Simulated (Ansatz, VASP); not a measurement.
# SnPtSe3: VASP beside Ansatz

```
CELL_PARAMETERS angstrom
5.00886 0.00000 0.00000
0.00000 5.00886 0.00000
0.00000 0.00000 5.00886
ATOMIC_POSITIONS crystal
Sn 0.00000 0.00000 0.00000
Pt 0.50000 0.50000 0.50000
Se 0.50000 0.50000 0.00000
Se 0.00000 0.50000 0.50000
Se 0.50000 0.00000 0.50000
```

Alike in both runs: task single point; functional PBE; k mesh 8 × 8 × 8; occupations fermi-dirac, width 0.1 eV; no spin polarisation.

|  | VASP | Ansatz |
| --- | --- | --- |
| version | VASP 6.6.1 | Ansatz 0.2.0 |
| potentials or method | VASP PAW PBE potentials, release 64 (Sn_d, Pt, Se), cutoff 500 eV | scalar-relativistic, plane waves, PAW |
| valence electrons in the cell | 42 | 80 |

|  | VASP | Ansatz | Ansatz less VASP |
| --- | --- | --- | --- |
| gap on the k mesh at the Fermi level (eV) | none | none | - |
| pressure (GPa) | 0.2 | 0.1 | -0.03 |

A gap of «none» marks a metal or a gap that the smearing closes. VASP's potentials hold 42 valence electrons a cell and Ansatz's 80, so a difference there can come from the potentials and not from the codes.

Neither program's run includes spin-orbit coupling.
